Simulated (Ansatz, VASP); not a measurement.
CaO: VASP beside Ansatz

INCAR

```
SYSTEM = CaO
ALGO = Normal
EDIFF = 1E-6
EDIFFG = -0.02
ENCUT = 600
GGA = RE
IBRION = 2
ISIF = 3
ISMEAR = -1
LASPH = .TRUE.
LCHARG = .FALSE.
LREAL = .FALSE.
LWAVE = .FALSE.
NELM = 100
NSW = 80
PREC = Accurate
SIGMA = 0.05
```

File KPOINTS:

```
k-points
0
G
  10 10 10
  0 0 0
```

File POSCAR:

```
CaO
1.0
    0.0000000000      2.4035556960      2.4035556960
    2.4035556960      0.0000000000      2.4035556960
    2.4035556960      2.4035556960      0.0000000000
Ca O
1 1
Direct
    0.0000000000      0.0000000000      0.0000000000
    0.5000000000      0.5000000000      0.5000000000
```

The input input.yaml:

```yaml
crystal:
  lattice:
    - [0.0, 2.403555696, 2.403555696]
    - [2.403555696, 0.0, 2.403555696]
    - [2.403555696, 2.403555696, 0.0]
  atoms:
    - { symbol: Ca, position: [0.0, 0.0, 0.0] }
    - { symbol: O, position: [0.5, 0.5, 0.5] }
kpoints:
  mp_grid: { grid: [10, 10, 10] }
scf:
  occupations: { method: fermi_dirac, width: 0.05 }
hamiltonian:
  xc: revpbe
  pseudopotentials: { kind: all_electron, lapw: { basis_error: 0.001 } }
output:
  forces: true
  stress: true
relax:
  f_tol: 0.02
  max_steps: 60
  cell: {}
```

Alike in both runs: task relaxation of cell and atoms; functional revPBE; k mesh 10 × 10 × 10; occupations fermi-dirac, width 0.05 eV; no spin polarisation.

|  | VASP | Ansatz |
| --- | --- | --- |
| version | VASP 6.6.1 | Ansatz 0.2.0 |
| potentials or method | VASP PAW PBE potentials, release 64 (Ca_sv, O), cutoff 600 eV | all-electron LAPW, scalar-relativistic |

Ansatz gave:

```
relaxed volume (Å³/atom)                                     : 14.48
relaxed cell length with the largest relative difference (Å) : 3.447
```

Estimate VASP's values.

relaxed volume (Å³/atom): 14.53; relaxed cell length with the largest relative difference (Å): 3.451.

VASP's potentials were made for PBE, not for revPBE. Ansatz ran all-electron here, and VASP with PAW potentials.
